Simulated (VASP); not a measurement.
# MgO (P1) in VASP: a series of runs

MgO is run at these levels: PBE; tasks: single point.

All numbers are computed with VASP 6.6.1; they aren't measurements. Logs are shortened: lines on timing, memory, paths and dates and some standing lists are left out, and cuts for length are marked.

## 1. The cell of the first run

The typed cell holds 8 atoms: a = 3.280 Å, b = 3.280 Å, c = 10.515 Å, α = 90.00°, β = 90.00°, γ = 120.00°.

## 2. Single point, PBE (atom 6 (O) moved by -0.440 Å along [1 0 0] and -0.660 Å along [0 0 1])

File INCAR:

```
PREC = Accurate
ENCUT = 520
EDIFF = 1E-7
ISMEAR = 0
SIGMA = 0.05
LREAL = False
LASPH = True
NELM = 60
ALGO = Normal
ISIF = 2
LWAVE = False
LCHARG = True
GGA = PE
LELF = True
LVHAR = True
NBANDS = 26
```

File KPOINTS:

```
Automatic mesh
0
Gamma
  9 9 2
```

File POSCAR:

```
MgO
1.0
    3.2803754002      0.0000000000      0.0000000000
   -1.6401877001      2.8408884305      0.0000000000
    0.0000000000      0.0000000000     10.5147056238
Mg O
4 4
Direct
    0.3333333333      0.6666666667      0.9694791811
    0.0000000000      0.0000000000      0.2208070585
    0.0000000000      0.0000000000      0.7208070585
    0.6666666667      0.3333333333      0.4694791811
    0.3333333333      0.6666666667      0.7800540723
   -0.1341309900      0.0000000000      0.4668886358
    0.0000000000      0.0000000000      0.0296578681
    0.6666666667      0.3333333333      0.2800540723
```

Potentials or basis: VASP PAW PBE potentials, release 64 (Mg, O).

Run with:

```sh
$ cat potpaw_PBE.64/Mg/POTCAR potpaw_PBE.64/O/POTCAR > POTCAR
$ mpirun -np 1 vasp_std > vasp.out
```

OUTCAR:

```text
PREC = Accurate
   ENCUT = 520
   EDIFF = 1E-7
   ISMEAR = 0
   LREAL = False
   LASPH = True
   NELM = 60
   ISIF = 2
   GGA = PE

 ion  position               nearest neighbor table
   1  0.333  0.667  0.969-   5 1.99   7 2.00   7 2.00   7 2.00   3 3.23   3 3.23   3 3.23   2 3.25
                             2 3.25   2 3.25
   2  0.000  0.000  0.221-   8 1.99   8 1.99   8 1.99   7 2.01   6 2.62   4 3.23   4 3.23   4 3.23
                             1 3.25   1 3.25   1 3.25
   3  0.000  0.000  0.721-   5 1.99   5 1.99   5 1.99   6 2.71   1 3.23   1 3.23   1 3.23   4 3.25
                             4 3.25   4 3.25
   4  0.667  0.333  0.469-   6 1.53   6 1.94   8 1.99   6 2.29   2 3.23   2 3.23   2 3.23   3 3.25
                             3 3.25   3 3.25
   5  0.333  0.667  0.780-   1 1.99   3 1.99   3 1.99   3 1.99
   6  0.866  0.000  0.467-   4 1.53   4 1.94   4 2.29   2 2.62   3 2.71
   7  0.000  0.000  0.030-   1 2.00   1 2.00   1 2.00   2 2.01
   8  0.667  0.333  0.280-   4 1.99   2 1.99   2 1.99   2 1.99

  LATTYP: Found a hexagonal cell.
 ALAT       =     3.2803754002
 C/A-ratio  =     3.2053360793

  Lattice vectors:

 A1 = (   3.2803754002,   0.0000000000,   0.0000000000)
 A2 = (  -1.6401877001,   2.8408884305,   0.0000000000)
 A3 = (   0.0000000000,   0.0000000000,  10.5147056238)

Analysis of symmetry for initial positions (statically):
=====================================================================
 Subroutine PRICEL returns:
 Original cell was already a primitive cell.

 Routine SETGRP: Setting up the symmetry group for a
 hexagonal supercell.

 Subroutine GETGRP returns: Found  1 space group operations
 (whereof  1 operations were pure point group operations)
 out of a pool of 24 trial point group operations.

The static configuration has the point symmetry C_1 .

Analysis of symmetry for dynamics (positions and initial velocities):
=====================================================================
 Subroutine PRICEL returns:
 Original cell was already a primitive cell.

 Routine SETGRP: Setting up the symmetry group for a
 hexagonal supercell.

 Subroutine GETGRP returns: Found  1 space group operations
 (whereof  1 operations were pure point group operations)
 out of a pool of 24 trial point group operations.

The dynamic configuration has the point symmetry C_1 .

 Subroutine INISYM returns: Found  1 space group operations
 (whereof  1 operations are pure point group operations),
 and found     1 'primitive' translations

----------------------------------------------------------------------------------------

                                     Primitive cell

  volume of cell :      97.9884

  direct lattice vectors                    reciprocal lattice vectors
     3.280375400  0.000000000  0.000000000     0.304843159  0.176001280  0.000000000
    -1.640187700  2.840888431  0.000000000     0.000000000  0.352002560  0.000000000
     0.000000000  0.000000000 10.514705624     0.000000000  0.000000000  0.095104897

  length of vectors
     3.280375400  3.280375400 10.514705624     0.352002560  0.352002560  0.095104897

  position of ions in fractional coordinates (direct lattice)
     0.333333333  0.666666667  0.969479181
     0.000000000  0.000000000  0.220807059
     0.000000000  0.000000000  0.720807059
     0.666666667  0.333333333  0.469479181
     0.333333333  0.666666667  0.780054072
     0.865869010  0.000000000  0.466888636
     0.000000000  0.000000000  0.029657868
     0.666666667  0.333333333  0.280054072

  ion indices of the primitive-cell ions
   primitive index   ion index
                 1           1
                 2           2
                 3           3
                 4           4
                 5           5
                 6           6
                 7           7
                 8           8

----------------------------------------------------------------------------------------

 KPOINTS: Automatic mesh

Automatic generation of k-mesh.
 Grid dimensions read from file:
 generate k-points for:    9    9    2

 Generating k-lattice:

  Cartesian coordinates                     Fractional coordinates (reciprocal lattice)
     0.033871462  0.019555698  0.000000000     0.111111111  0.000000000  0.000000000
     0.000000000  0.039111396  0.000000000     0.000000000  0.111111111  0.000000000
     0.000000000  0.000000000  0.047552449     0.000000000  0.000000000  0.500000000

  Length of vectors
     0.039111396  0.039111396  0.047552449

  Shift w.r.t. Gamma in fractional coordinates (k-lattice)
     0.000000000  0.000000000  0.000000000

 Subroutine IBZKPT returns following result:
 ===========================================

 Found     82 irreducible k-points:

 Following reciprocal coordinates:
            Coordinates               Weight
  0.000000  0.000000  0.000000      1.000000
  0.111111  0.000000  0.000000      2.000000
  0.000000  0.111111  0.000000      2.000000
 -0.111111  0.111111  0.000000      2.000000
  0.222222  0.000000  0.000000      2.000000
  0.000000  0.222222  0.000000      2.000000
[... 16 lines left out ...]
  0.333333  0.111111  0.000000      2.000000
 -0.111111  0.444444  0.000000      2.000000
 [... further k-points ...]
   k-points           NKPTS =     82   k-points in BZ     NKDIM =     82   number of bands    NBANDS=     26
   number of dos      NEDOS =    301   number of ions     NIONS =      8
   total plane-waves  NPLWV =  46080
   dimension x,y,z NGX =    24 NGY =   24 NGZ =   80
   dimension x,y,z NGXF=    48 NGYF=   48 NGZF=  160
   ions per type =               4   4
   NGX,Y,Z   is equivalent  to a cutoff of  12.16, 12.16, 12.65 a.u.
   NGXF,Y,Z  is equivalent  to a cutoff of  24.33, 24.33, 25.30 a.u.
 SYSTEM =  unknown system
   PREC   = accura    normal or accurate (medium, high low for compatibility)
   ISTART =      0    job   : 0-new  1-cont  2-samecut
   ICHARG =      2    charge: 1-file 2-atom 10-const
   ISPIN  =      1    spin polarized calculation?
   LNONCOLLINEAR =      F non collinear calculations
   LSORBIT =      F    spin-orbit coupling
   LASPH  =      T    aspherical Exc in radial PAW
   ENCUT  =  520.0 eV  38.22 Ry    6.18 a.u.   6.10  6.10 19.55*2*pi/ulx,y,z
   NELM   =     60;   NELMIN=  2; NELMDL= -5     # of ELM steps
   EDIFF  = 0.1E-06   stopping-criterion for ELM
   LREAL  =      F    real-space projection
   EDIFFG = 0.1E-05   stopping-criterion for IOM
   NSW    =      0    number of steps for IOM
   IBRION =     -1    ionic relax: 0-MD 1-quasi-New 2-CG
   NFREE  =      0    steps in history (QN), initial steepest desc. (CG)
   ISIF   =      2    stress and relaxation
   ISYM   =      2    0-nonsym 1-usesym 2-fastsym
   POTIM  = 0.5000    time-step for ionic-motion
   TEBEG  =    0.0;   TEEND  =   0.0 temperature during run
   PSTRESS=    0.0 pullay stress
   NELECT =      32.0000    total number of electrons
   NUPDOWN=      -1.0000    fix difference up-down
   EMIN   =  10.00;   EMAX   =-10.00  energy-range for DOS
   EFERMI =   0.00;   METHOD = LEGACY
   ISMEAR =     0;   SIGMA  =   0.05  broadening in eV -4-tet -1-fermi 0-gaus
   EFERMI_NEDOS =   21; number of points for ismear=-14 and -15
   IALGO  =     38    algorithm
   IMIX   =      4    mixing-type and parameters
     AMIX     =   0.40;   BMIX     =  1.00
     AMIX_MAG =   1.60;   BMIX_MAG =  1.00
  volume/ion in A,a.u.               =      12.25        82.66
  Fermi-wavevector in a.u.,A,eV,Ry     =   1.127370  2.130421 17.292509  1.270964
  Thomas-Fermi vector in A             =   2.264056
   LORBIT       =      0    0 simple, 1 ext, 2 COOP (PROOUT), +10 PAW based schemes
   GGA     = PE    functional components
   LHFCALC =     F    Hartree Fock is set to
   AEXX    =    0.0000 exact exchange contribution
   IVDW    =     0    specifies the selected vdW correction
   LEPSILON=     F    determine dielectric tensor
   LRPA    =     F    only Hartree local field effects (RPA)
 non-spin polarized calculation
 Gauss-broadening in eV      SIGMA  =   0.05
  energy-cutoff  :      520.00
  volume of cell :       97.99
 maximum number of plane-waves:      2688
   NGX = 13   NGY = 13   NGZ = 39

 number of electron      32.0000016 magnetization

 Free energy of the ion-electron system (eV)
  ---------------------------------------------------
  ext. energy  EPLUGINS =         0.00000000
  ---------------------------------------------------
  free energy    TOTEN  =       -43.08592655 eV

  energy without entropy =      -43.08592655  energy(sigma->0) =      -43.08592655

 E-fermi :   2.4646     XC(G=0):  -9.6105

 val. band max:        2.1827026670   @ k =   0.0000   0.0000   0.5000
 cond. band min:       3.0702811221   @ k =   0.0000   0.0000   0.0000
 fundamental gap:      0.8875784551
 Fermi energy:         2.4645845286

 k-point     1 :       0.0000    0.0000    0.0000
  band No.  band energies     occupation
      1     -16.2883      2.00000
      2     -14.9001      2.00000
      3     -14.7634      2.00000
      4     -13.1212      2.00000
      5      -3.0181      2.00000
      6      -1.1306      2.00000
[... 18 lines left out ...]
     25      14.4090      0.00000
     26      15.5919      0.00000

 k-point     2 :       0.1111    0.0000    0.0000
  band No.  band energies     occupation
      1     -16.2421      2.00000
      2     -14.8519      2.00000
      3     -14.7205      2.00000
      4     -13.0868      2.00000
      5      -2.9113      2.00000
      6      -1.5133      2.00000
[... 18 lines left out ...]
     25      14.2744      0.00000
[... 608 lines left out ...]
     25      12.9577      0.00000
     26      13.8225      0.00000

 k-point    24 :      -0.1111    0.4444    0.0000
  band No.  band energies     occupation
      1     -15.9098      2.00000
      2     -14.4180      2.00000
      3     -14.3692      2.00000
      4     -12.8802      2.00000
      5      -2.9930      2.00000
      6      -2.1620      2.00000
[... 18 lines left out ...]
     25      12.8614      0.00000
     26      13.7276      0.00000

 [... further k-points ...]

------------------------ aborting loop because EDIFF is reached ----------------------------------------

  FORCE on cell =-STRESS in cart. coord.  units (eV):
  Direction    XX          YY          ZZ          XY          YZ          ZX
  --------------------------------------------------------------------------------------
  -------------------------------------------------------------------------------------
  Total       11.3152858      8.6950554     -0.3133325    -10.3375606     -0.0695055     -0.1967386
  in kB      185.0125834    142.1700418     -5.1231981   -169.0261146     -1.1364625     -3.2168087
  external PRESSURE =     107.3531424 kB  Pullay stress =       0.0000000 kB

 VOLUME and BASIS-vectors are now :
 -----------------------------------------------------------------------------
  energy-cutoff  :      520.00
  volume of cell :       97.99
      direct lattice vectors                 reciprocal lattice vectors
     3.280375400  0.000000000  0.000000000     0.304843159  0.176001280  0.000000000
    -1.640187700  2.840888431  0.000000000     0.000000000  0.352002560  0.000000000
     0.000000000  0.000000000 10.514705624     0.000000000  0.000000000  0.095104897

 POSITION                                       TOTAL-FORCE (eV/Angst)
 -----------------------------------------------------------------------------------
     -0.00000      1.89393     10.19379        -0.001010     -0.001081      1.076649
      0.00000      0.00000      2.32172        -0.060897     -0.003077      1.165634
      0.00000      0.00000      7.57907        -0.215342      0.001482      0.092944
      1.64019      0.94696      4.93644       -10.751205      7.421119     -2.490838
     -0.00000      1.89393      8.20204        -0.028143     -0.019313     -0.996599
      2.84038      0.00000      4.90920        11.374738     -7.506444      3.913318
      0.00000      0.00000      0.31184         0.002281     -0.000123     -1.087107
      1.64019      0.94696      2.94469        -0.320423      0.107437     -1.674002
 -----------------------------------------------------------------------------------
    total drift:                                0.000354     -0.000074     -0.000535

  FREE ENERGIE OF THE ION-ELECTRON SYSTEM (eV)
  ---------------------------------------------------
  free  energy   TOTEN  =       -43.0859265469 eV

  energy  without entropy=      -43.0859265469  energy(sigma->0) =      -43.08592655
```

It took 6 min on 1 thread of Intel Xeon 8259CL, shared host; peak memory 0.31 GiB.

Results:

```yaml
Free_energy: -43.0859 eV
Pressure: 10.7 GPa
Largest_force: 14.179 eV/Å
Band_gap_on_the_k_mesh: 0.89 eV
```

Forces in eV/Å, atoms in the order of the input:
```
Mg   -0.001  -0.001   1.077
Mg   -0.061  -0.003   1.166
Mg   -0.215   0.001   0.093
Mg  -10.751   7.421  -2.491
O    -0.028  -0.019  -0.997
O    11.375  -7.506   3.913
O     0.002   0.000  -1.087
O    -0.320   0.107  -1.674
```

Caveat: the cell differs from its parent crystal (atom 6 (O) moved by -0.440 Å along [1 0 0] and -0.660 Å along [0 0 1]); the stress differs along the axes, from -1 to 19 GPa; forces of over 1 eV/Å act on the atoms, so gaps and moduli don't describe the material at rest. A k mesh can miss the band edges.

## 3. Single point, PBE (atom 6 (O) moved by -0.660 Å along [1 0 0] and +0.000 Å along [0 0 1])

File INCAR:

```
SYSTEM = MgO
  ALGO = Normal
  EDIFF = 1E-6
  ENCUT = 520
  GGA = PE
  ISIF = 2
  ISMEAR = 0
  LASPH = .True.
  LCHARG = .False.
  LREAL = .False.
  LWAVE = .False.
  NBANDS = 26
  NELM = 60
  PREC = Accurate
  SIGMA = 0.05
```

File KPOINTS:

```
k-points
0
Gamma
  9 9 2
  0 0 0
```

Changes to POSCAR since step 2:

```diff
@@ -13,3 +13,3 @@
     0.3333333333      0.6666666667      0.7800540723
-   -0.1341309900      0.0000000000      0.4668886358
+   -0.2011964850      0.0000000000      0.5296578681
     0.0000000000      0.0000000000      0.0296578681
```

Potentials or basis: VASP PAW PBE potentials, release 64 (Mg, O).

Run with:

```sh
$ cat potpaw_PBE.64/Mg/POTCAR potpaw_PBE.64/O/POTCAR > POTCAR
$ mpirun -np 1 vasp_std > vasp.out
```

It took 5 min on 1 thread of Intel Xeon 8259CL, shared host; peak memory 0.31 GiB.

It converged, with:

| Property | Result |
| --- | --- |
| Free energy | -44.1018 eV |
| Pressure | 9.9 GPa |
| Largest force | 15.842 eV/Å |
| Band gap on the k mesh | 3.02 eV |

Forces in eV/Å, atoms in the order of the input:
```
Mg   -0.004  -0.005  -0.027
Mg   -0.048  -0.001  -0.077
Mg   -0.407  -0.006  -0.391
Mg  -10.211   9.603  -6.015
O    -0.116  -0.114   0.128
O    10.911  -9.560   6.366
O     0.001   0.000   0.037
O    -0.126   0.083  -0.022
```

Stress tensor (GPa, compression positive):
```
 12.05 -13.79   9.49
-13.79  12.28 -10.85
  9.49 -10.85   5.48
```

Levels at points of the mesh, in eV from the valence-band top:
```csv
k point,band 13,band 14,band 15,band 16,band 17,band 18,band 19,band 20
"(0.00, 0.00, 0.00)",-0.45,-0.44,-0.33,0.00,3.02,5.29,5.42,8.09
"(0.00, 0.00, 0.50)",-0.53,-0.45,-0.43,-0.06,3.71,3.97,6.83,7.00
```

Caveat: the cell differs from its parent crystal (atom 6 (O) moved by -0.660 Å along [1 0 0] and +0.000 Å along [0 0 1]); the stress differs along the axes, from 5 to 12 GPa; forces of over 1 eV/Å act on the atoms, so gaps and moduli don't describe the material at rest.
